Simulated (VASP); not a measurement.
# YbC (P6_3/mmc) in VASP: single point with PBEsol

Aim: the single point of YbC with PBEsol.

Program: VASP 6.6.1. These are calculated values, not measurements. Logs are shortened: lines on timing, memory, paths and dates and some standing lists are left out, and cuts for length are marked.

## 1. The cell of the first run

The structure is hexagonal, space group P6_3/mmc (No. 194). The conventional cell has a = 3.368 Å, b = 3.368 Å, c = 5.968 Å, α = 90.00°, β = 90.00°, γ = 120.00°. Within 3.2 Å of Yb (site symmetry -3m) lie 6 C at 2.45 Å and 2 Yb at 2.98 Å. C (site symmetry -6m2) has 6 Yb at 2.45 Å within 3.2 Å.

## 2. Single point, PBEsol, collinear spin

POSCAR reads:

```
YbC
1.0
    3.3683320067      0.0000000000      0.0000000000
   -1.6841660033      2.9170610862      0.0000000000
    0.0000000000      0.0000000000      5.9683681786
Yb C
2 2
Direct
    0.0000000000      0.0000000000      0.0000000000
    0.0000000000      0.0000000000      0.5000000000
    0.3333333333      0.6666666667      0.2500000000
    0.6666666667      0.3333333333      0.7500000000
```

INCAR.step1 reads:

```
ALGO = Normal ; EDIFF = 1E-6
ENCUT = 520 ; GGA = PS
ISIF = 2 ; ISMEAR = 0
ISPIN = 2 ; LASPH = T
LCHARG = T ; LMAXMIX = 6
LREAL = F ; LWAVE = F
MAGMOM = 0.05 0.05 0 0 ; NBANDS = 40
NELM = 150 ; PREC = Accurate
SIGMA = 0.05
```

KPOINTS.step1 reads:

```
k-points
0
Gamma
  10 10 6
```

INCAR.step2 reads:

```
ALGO = Normal ; EDIFF = 1E-6
ENCUT = 520 ; GGA = PS
ICHARG = 11 ; ISIF = 2
ISMEAR = -5 ; ISPIN = 2
LASPH = T ; LCHARG = F
LMAXMIX = 6 ; LORBIT = 11
LREAL = F ; LWAVE = F
MAGMOM = 0.05 0.05 0 0 ; NEDOS = 1001
NELM = 150 ; PREC = Accurate
SIGMA = 0.05
```

KPOINTS.step2 reads:

```
k-points
0
Gamma
  15 15 9
```

Potentials or basis: VASP PAW PBE potentials, release 64 (Yb, C).

Command:

```
> cat potpaw_PBE.64/Yb/POTCAR potpaw_PBE.64/C/POTCAR > POTCAR
> cp INCAR.step1 INCAR
> cp KPOINTS.step1 KPOINTS
> mpirun -np 1 vasp_std > vasp.out
> cp INCAR.step2 INCAR
> cp KPOINTS.step2 KPOINTS
> mpirun -np 1 vasp_std > vasp.out
```

OUTCAR:

```text
EDIFF = 1E-6
   ENCUT = 520
   GGA = PS
   ICHARG = 11
   ISIF = 2
   ISMEAR = -5
   ISPIN = 2
   LASPH = T
   LORBIT = 11
   LREAL = F
   NELM = 150
   PREC = Accurate

 ion  position               nearest neighbor table
   1  0.000  0.000  0.000-   3 2.45   4 2.45   3 2.45   4 2.45   4 2.45   3 2.45   2 2.98   2 2.98

   2  0.000  0.000  0.500-   3 2.45   4 2.45   3 2.45   4 2.45   4 2.45   3 2.45   1 2.98   1 2.98

   3  0.333  0.667  0.250-   1 2.45   2 2.45   1 2.45   2 2.45   1 2.45   2 2.45
   4  0.667  0.333  0.750-   1 2.45   2 2.45   1 2.45   2 2.45   1 2.45   2 2.45

  LATTYP: Found a hexagonal cell.
 ALAT       =     3.3683320067
 C/A-ratio  =     1.7719061443

  Lattice vectors:

 A1 = (   3.3683320067,   0.0000000000,   0.0000000000)
 A2 = (  -1.6841660033,   2.9170610862,   0.0000000000)
 A3 = (   0.0000000000,   0.0000000000,   5.9683681786)

Analysis of symmetry for initial positions (statically):
=====================================================================
 Subroutine PRICEL returns:
 Original cell was already a primitive cell.

 Routine SETGRP: Setting up the symmetry group for a
 hexagonal supercell.

 Subroutine GETGRP returns: Found 24 space group operations
 (whereof 12 operations were pure point group operations)
 out of a pool of 24 trial point group operations.

The static configuration has the point symmetry D_3d.
 The point group associated with its full space group is D_6h.

Analysis of symmetry for dynamics (positions and initial velocities):
=====================================================================
 Subroutine PRICEL returns:
 Original cell was already a primitive cell.

 Routine SETGRP: Setting up the symmetry group for a
 hexagonal supercell.

 Subroutine GETGRP returns: Found 24 space group operations
 (whereof 12 operations were pure point group operations)
 out of a pool of 24 trial point group operations.

The dynamic configuration has the point symmetry D_3d.
 The point group associated with its full space group is D_6h.

Analysis of structural, dynamic, and magnetic symmetry:
=====================================================================
 Subroutine PRICEL returns:
 Original cell was already a primitive cell.

 Routine SETGRP: Setting up the symmetry group for a
 hexagonal supercell.

 Subroutine GETGRP returns: Found 24 space group operations
 (whereof 12 operations were pure point group operations)
 out of a pool of 24 trial point group operations.

The overall configuration has the point symmetry D_3d.
 The point group associated with its full space group is D_6h.

 Subroutine INISYM returns: Found 24 space group operations
 (whereof 12 operations are pure point group operations),
 and found     1 'primitive' translations

----------------------------------------------------------------------------------------

                                     Primitive cell

  volume of cell :      58.6430

  direct lattice vectors                    reciprocal lattice vectors
     3.368332007  0.000000000  0.000000000     0.296882848  0.171405392  0.000000000
    -1.684166003  2.917061086  0.000000000     0.000000000  0.342810785  0.000000000
     0.000000000  0.000000000  5.968368179     0.000000000  0.000000000  0.167549985

  length of vectors
     3.368332007  3.368332007  5.968368179     0.342810785  0.342810785  0.167549985

  position of ions in fractional coordinates (direct lattice)
     0.000000000  0.000000000  0.000000000
     0.000000000  0.000000000  0.500000000
     0.333333333  0.666666667  0.250000000
     0.666666667  0.333333333  0.750000000

  ion indices of the primitive-cell ions
   primitive index   ion index
                 1           1
                 2           2
                 3           3
                 4           4

----------------------------------------------------------------------------------------

 KPOINTS: k-points

Automatic generation of k-mesh.
 Grid dimensions read from file:
 generate k-points for:   15   15    9

 Generating k-lattice:

  Cartesian coordinates                     Fractional coordinates (reciprocal lattice)
     0.019792190  0.011427026  0.000000000     0.066666667  0.000000000  0.000000000
     0.000000000  0.022854052  0.000000000     0.000000000  0.066666667  0.000000000
     0.000000000  0.000000000  0.018616665     0.000000000  0.000000000  0.111111111

  Length of vectors
     0.022854052  0.022854052  0.018616665

  Shift w.r.t. Gamma in fractional coordinates (k-lattice)
     0.000000000  0.000000000  0.000000000

 TETIRR: Found   1950 inequivalent tetrahedra from    12150

 Subroutine IBZKPT returns following result:
 ===========================================

 Found    135 irreducible k-points:

 Following reciprocal coordinates:
            Coordinates               Weight
  0.000000  0.000000  0.000000      1.000000
  0.066667  0.000000  0.000000      6.000000
  0.133333  0.000000  0.000000      6.000000
  0.200000  0.000000  0.000000      6.000000
  0.266667  0.000000  0.000000      6.000000
  0.333333  0.000000  0.000000      6.000000
[... 16 lines left out ...]
  0.333333  0.200000  0.000000     12.000000
  0.400000  0.200000  0.000000      6.000000
 [... further k-points ...]
   k-points           NKPTS =    135   k-points in BZ     NKDIM =    135   number of bands    NBANDS=     33
   number of dos      NEDOS =   1001   number of ions     NIONS =      4
   total plane-waves  NPLWV =  37632
   dimension x,y,z NGX =    28 NGY =   28 NGZ =   48
   dimension x,y,z NGXF=    56 NGYF=   56 NGZF=   96
   ions per type =               2   2
   NGX,Y,Z   is equivalent  to a cutoff of  13.82, 13.82, 13.37 a.u.
   NGXF,Y,Z  is equivalent  to a cutoff of  27.64, 27.64, 26.74 a.u.
 SYSTEM =  unknown system
   PREC   = accura    normal or accurate (medium, high low for compatibility)
   ISTART =      0    job   : 0-new  1-cont  2-samecut
   ICHARG =     11    charge: 1-file 2-atom 10-const
   ISPIN  =      2    spin polarized calculation?
   LNONCOLLINEAR =      F non collinear calculations
   LSORBIT =      F    spin-orbit coupling
   LASPH  =      T    aspherical Exc in radial PAW
   ENCUT  =  520.0 eV  38.22 Ry    6.18 a.u.   6.26  6.26 11.10*2*pi/ulx,y,z
   NELM   =    150;   NELMIN=  2; NELMDL=  0     # of ELM steps
   EDIFF  = 0.1E-05   stopping-criterion for ELM
   LREAL  =      F    real-space projection
   EDIFFG = 0.1E-04   stopping-criterion for IOM
   NSW    =      0    number of steps for IOM
   IBRION =     -1    ionic relax: 0-MD 1-quasi-New 2-CG
   NFREE  =      0    steps in history (QN), initial steepest desc. (CG)
   ISIF   =      2    stress and relaxation
   ISYM   =      2    0-nonsym 1-usesym 2-fastsym
   POTIM  = 0.5000    time-step for ionic-motion
   TEBEG  =    0.0;   TEEND  =   0.0 temperature during run
   PSTRESS=    0.0 pullay stress
   NELECT =      56.0000    total number of electrons
   NUPDOWN=      -1.0000    fix difference up-down
   EMIN   =  10.00;   EMAX   =-10.00  energy-range for DOS
   EFERMI =   0.00;   METHOD = LEGACY
   ISMEAR =    -5;   SIGMA  =   0.05  broadening in eV -4-tet -1-fermi 0-gaus
   EFERMI_NEDOS =   21; number of points for ismear=-14 and -15
   IALGO  =     38    algorithm
   IMIX   =      4    mixing-type and parameters
     AMIX     =   0.40;   BMIX     =  1.00
     AMIX_MAG =   1.60;   BMIX_MAG =  1.00
  volume/ion in A,a.u.               =      14.66        98.94
  Fermi-wavevector in a.u.,A,eV,Ry     =   1.612125  3.046475 35.360840  2.598948
  Thomas-Fermi vector in A             =   2.707406
   LORBIT       =     11    0 simple, 1 ext, 2 COOP (PROOUT), +10 PAW based schemes
   GGA     = PS    functional components
   LHFCALC =     F    Hartree Fock is set to
   AEXX    =    0.0000 exact exchange contribution
   IVDW    =     0    specifies the selected vdW correction
   LEPSILON=     F    determine dielectric tensor
   LRPA    =     F    only Hartree local field effects (RPA)
 spin polarized calculation
 Fermi weights with tetrahedron method with Bloechl corrections
  energy-cutoff  :      520.00
  volume of cell :       58.64
 maximum number of plane-waves:      1600
 NGX is ok and might be reduce to    28

 number of electron      56.0000001 magnetization      -0.0000709

 Free energy of the ion-electron system (eV)
  ---------------------------------------------------
  ext. energy  EPLUGINS =         0.00000000
  ---------------------------------------------------
  free energy    TOTEN  =       -24.92008404 eV

  energy without entropy =      -24.92008404  energy(sigma->0) =      -24.92008404

 E-fermi :   2.7566     XC(G=0): -12.1087

 val. band max:        2.7725231623   @ k =   0.4000   0.2000   0.1111
 cond. band min:       2.7217253798   @ k =   0.0667   0.0000   0.3333
 fundamental gap:     -0.0507977825
 Fermi energy:         2.7565990491

 spin component 1

 k-point     1 :       0.0000    0.0000    0.0000
  band No.  band energies     occupation
      1     -48.1995      1.00000
      2     -48.1105      1.00000
      3     -21.2409      1.00000
      4     -20.0597      1.00000
      5     -20.0597      1.00000
      6     -19.9100      1.00000
[... 25 lines left out ...]
     32       7.2071      0.00000
     33       7.4400      0.00000

 k-point     2 :       0.0667    0.0000    0.0000
  band No.  band energies     occupation
      1     -48.1977      1.00000
      2     -48.1088      1.00000
      3     -21.2319      1.00000
      4     -20.0964      1.00000
      5     -20.0672      1.00000
      6     -19.9400      1.00000
[... 25 lines left out ...]
     32       7.2244      0.00000
     33       7.5002      0.00000
[... 754 lines left out ...]
     32       7.6292      0.00000
     33       8.6569      0.00000

 k-point    24 :       0.4000    0.2000    0.0000
  band No.  band energies     occupation
      1     -48.1542      1.00000
      2     -48.0680      1.00000
      3     -21.0109      1.00000
      4     -20.7409      1.00000
      5     -20.4840      1.00000
      6     -20.4071      1.00000
[... 25 lines left out ...]
     32       7.5492      0.00000
     33       9.2607      0.00000

 [... further k-points ...]

 spin component 2

 k-point     1 :       0.0000    0.0000    0.0000
  band No.  band energies     occupation
      1     -48.1995      1.00000
      2     -48.1105      1.00000
      3     -21.2409      1.00000
      4     -20.0597      1.00000
      5     -20.0597      1.00000
      6     -19.9100      1.00000
[... 25 lines left out ...]
     32       7.1959      0.00000
     33       7.3951      0.00000

 k-point     2 :       0.0667    0.0000    0.0000
  band No.  band energies     occupation
      1     -48.1977      1.00000
      2     -48.1088      1.00000
      3     -21.2320      1.00000
      4     -20.0964      1.00000
      5     -20.0673      1.00000
      6     -19.9401      1.00000
[... 25 lines left out ...]
     32       7.2077      0.00000
     33       7.4969      0.00000
[... 754 lines left out ...]
     32       7.6292      0.00000
     33       8.5338      0.00000

 k-point    24 :       0.4000    0.2000    0.0000
  band No.  band energies     occupation
      1     -48.1543      1.00000
      2     -48.0681      1.00000
      3     -21.0109      1.00000
      4     -20.7410      1.00000
      5     -20.4840      1.00000
      6     -20.4072      1.00000
[... 25 lines left out ...]
     32       7.5492      0.00000
     33       9.2367      0.00000

 [... further k-points ...]
[... 5 lines left out ...]
  --------------------------------------------------------------------------------------
  -------------------------------------------------------------------------------------
  Total       -0.0080410     -0.0080410      0.2655939     -0.0000000     -0.0000000      0.0000000
  in kB       -0.2196871     -0.2196871      7.2562557     -0.0000000     -0.0000000      0.0000000
  external PRESSURE =       2.2722939 kB  Pullay stress =       0.0000000 kB

 VOLUME and BASIS-vectors are now :
 -----------------------------------------------------------------------------
  energy-cutoff  :      520.00
  volume of cell :       58.64
      direct lattice vectors                 reciprocal lattice vectors
     3.368332007  0.000000000  0.000000000     0.296882848  0.171405392  0.000000000
    -1.684166003  2.917061086  0.000000000     0.000000000  0.342810785  0.000000000
     0.000000000  0.000000000  5.968368179     0.000000000  0.000000000  0.167549985

 POSITION                                       TOTAL-FORCE (eV/Angst)
 -----------------------------------------------------------------------------------
      0.00000      0.00000      0.00000         0.000000      0.000000     -0.000000
      0.00000      0.00000      2.98418         0.000000      0.000000     -0.000000
     -0.00000      1.94471      1.49209         0.000000      0.000000      0.000000
      1.68417      0.97235      4.47628        -0.000000     -0.000000      0.000000
 -----------------------------------------------------------------------------------
    total drift:                                0.000000     -0.000000      0.000000

  FREE ENERGIE OF THE ION-ELECTRON SYSTEM (eV)
  ---------------------------------------------------
  free  energy   TOTEN  =       -24.9200840444 eV

  energy  without entropy=      -24.9200840444  energy(sigma->0) =      -24.92008404

 total charge

# of ion       s       p       d       f       tot
--------------------------------------------------
    1        2.196   6.111   0.686  13.339  22.332
    2        2.196   6.111   0.686  13.339  22.332
    3        0.910   1.350   0.000   0.000   2.260
    4        0.910   1.350   0.000   0.000   2.260
--------------------------------------------------
tot          6.213  14.923   1.372  26.678  49.186

 magnetization (x)

# of ion       s       p       d       f       tot
--------------------------------------------------
    1       -0.000   0.000  -0.000  -0.000  -0.000
    2       -0.000   0.000  -0.000  -0.000  -0.000
    3        0.000   0.000   0.000   0.000   0.000
    4        0.000   0.000   0.000   0.000   0.000
--------------------------------------------------
tot          0.000   0.000  -0.000  -0.000  -0.000
```

Wall time 52 min (1 thread of Intel Xeon 8259CL, shared host); peak memory 0.52 GiB.

What came out:

* Net moment: 0.00 μB per cell
* Valence electrons inside the program's atomic spheres: Yb 22.33; C 2.26

Levels at points of the mesh, in eV from the Fermi level:
Spin up:
| k point | band 26 | band 27 | band 28 | band 29 | band 30 | band 31 |
| --- | --- | --- | --- | --- | --- | --- |
| (0.00, 0.00, 0.00) | -0.53 | -0.53 | 1.18 | 1.78 | 2.07 | 2.07 |
Spin down:
```csv
k point,band 26,band 27,band 28,band 29,band 30,band 31
"(0.00, 0.00, 0.00)",-0.53,-0.53,1.18,1.78,2.07,2.07
```

Caveat: the PAW data sets were made with another functional, which shifts forces and pressure a little; spin-orbit coupling is left out, which moves the levels of the heavy elements; tetrahedron occupations give inexact forces and stress in metals.
